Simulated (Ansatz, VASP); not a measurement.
**Two plane-wave programs on ZnO**

```
Zn O
1.0
     3.05780    0.00000    0.00000
    -1.52890    2.64813    0.00000
     0.00000    0.00000    5.87636
Zn O
2 2
Direct
  0.33333 0.66667 0.00000
  0.66667 0.33333 0.50000
  0.33333 0.66667 0.38210
  0.66667 0.33333 0.88210
```

Alike in both runs: task single point; functional PBE; k mesh 12 × 12 × 6; occupations gaussian, width 0.05 eV; no spin polarisation.

```csv
,VASP,Ansatz
version,VASP 6.6.1,Ansatz 0.2.0
potentials or method,"VASP PAW PBE potentials, release 64 (Zn, O), cutoff 520 eV","scalar-relativistic, plane waves, PAW"
valence electrons in the cell,36,36
```

Ansatz gave:

- gap on the k mesh at the Fermi level (eV): 0.36
- least direct gap on the mesh (eV): 0.36
- pressure (GPa): 11.4
- traceless stress, the component that is largest in VASP (GPa): -22.37
- rms of the force components (eV/Å): 0.530

**Question.** Estimate VASP's values.

**Answer.** gap on the k mesh at the Fermi level (eV): 0.34; least direct gap on the mesh (eV): 0.34; pressure (GPa): 12.7; traceless stress, the component that is largest in VASP (GPa): -23.26; rms of the force components (eV/Å): 0.584.

Atom by atom the forces differ by 0.054 eV/Å (rms over components).
